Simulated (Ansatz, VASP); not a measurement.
AlN: VASP beside Ansatz

The input POSCAR:

```
AlN
1.0
   -3.1066653462      0.0000000000      0.0000000000
    0.0000000000      0.0000000000     -4.9784048411
    0.0000000000     -5.3809022217      0.0000000000
Al N
4 4
Direct
    0.5724249235      0.9983070980      0.1666666667
   -0.0724249235      0.9983070980      0.6666666667
    0.0724249235      0.4983070980      0.3333333333
    0.4275750765      0.4983070980      0.8333333333
    0.5651666538      0.6166929020      0.1666666667
   -0.0651666538      0.6166929020      0.6666666667
    0.0651666538      0.1166929020      0.3333333333
    0.4348333462      0.1166929020      0.8333333333
```

The input INCAR.step1:

```
ALGO     = Normal         # electronic algorithm
EDIFF    = 1E-4           # SCF threshold, eV
ENCUT    = 520            # plane-wave cutoff, eV
GGA      = PE             # functional
ISMEAR   = 0              # smearing method
LASPH    = T              # aspherical terms in the spheres
LCHARG   = F              # write CHGCAR
LREAL    = F              # projectors in reciprocal space
LWAVE    = T              # write WAVECAR
NBANDS   = 26             # bands
NELM     = 80             # most SCF steps
PREC     = Accurate       # precision mode
SIGMA    = 0.05           # smearing width, eV
```

The input INCAR.step2:

```
ALGO     = Normal         # electronic algorithm
EDIFF    = 1E-6           # SCF threshold, eV
ENCUT    = 520            # plane-wave cutoff, eV
ISIF     = 2              # what is computed and relaxed
ISMEAR   = 0              # smearing method
ISTART   = 1            
LASPH    = T              # aspherical terms in the spheres
LCHARG   = F              # write CHGCAR
LMIXTAU  = T            
LREAL    = F              # projectors in reciprocal space
LWAVE    = F              # write WAVECAR
METAGGA  = R2SCAN         # meta-GGA
NBANDS   = 26             # bands
NELM     = 80             # most SCF steps
PREC     = Accurate       # precision mode
SIGMA    = 0.05           # smearing width, eV
```

The input KPOINTS:

```
k-points
0
Gamma
  8 6 4
```

Input for Ansatz:

```yaml
crystal:
  lattice:
    - [-3.1066653462, 0.0, 0.0]
    - [0.0, 0.0, -4.9784048411]
    - [0.0, -5.3809022217, 0.0]
  atoms:
    - { symbol: Al, position: [0.5724249235, 0.998307098, 0.1666666667] }
    - { symbol: Al, position: [-0.0724249235, 0.998307098, 0.6666666667] }
    - { symbol: Al, position: [0.0724249235, 0.498307098, 0.3333333333] }
    - { symbol: Al, position: [0.4275750765, 0.498307098, 0.8333333333] }
    - { symbol: "N", position: [0.5651666538, 0.616692902, 0.1666666667] }
    - { symbol: "N", position: [-0.0651666538, 0.616692902, 0.6666666667] }
    - { symbol: "N", position: [0.0651666538, 0.116692902, 0.3333333333] }
    - { symbol: "N", position: [0.4348333462, 0.116692902, 0.8333333333] }
basis:
  ecutwfc: 500
kpoints:
  mp_grid: { grid: [8, 6, 4] }
hamiltonian:
  xc: r2scan
scf:
  occupations: { method: gaussian, width: 0.05 }
output:
  forces: true
  stress: true
  eigenvalues: true
```

Change from the starting cell: mode 4 (235.2 1/cm) frozen in, largest displacement +0.225 Å.

Alike in both runs: task single point; functional r2SCAN; k mesh 8 × 6 × 4; occupations gaussian, width 0.05 eV; no spin polarisation.

```csv
,VASP,Ansatz
version,VASP 6.6.1,Ansatz 0.2.0
potentials or method,"VASP PAW PBE potentials, release 64 (Al, N), cutoff 520 eV","scalar-relativistic, plane waves, PAW"
valence electrons in the cell,32,32
```

```csv
,VASP,Ansatz,Ansatz less VASP
gap on the k mesh at the Fermi level (eV),4.61,4.57,-0.037
least direct gap on the mesh (eV),4.61,4.57,-0.037
pressure (GPa),-2.0,-1.6,+0.41
"traceless stress, the component that is largest in VASP (GPa)",3.33,3.37,+0.041
rms of the force components (eV/Å),0.596,0.592,-0.0042
```

VASP's potentials were made for PBE, not for r2SCAN. Atom by atom the forces differ by 0.004 eV/Å (rms over components).
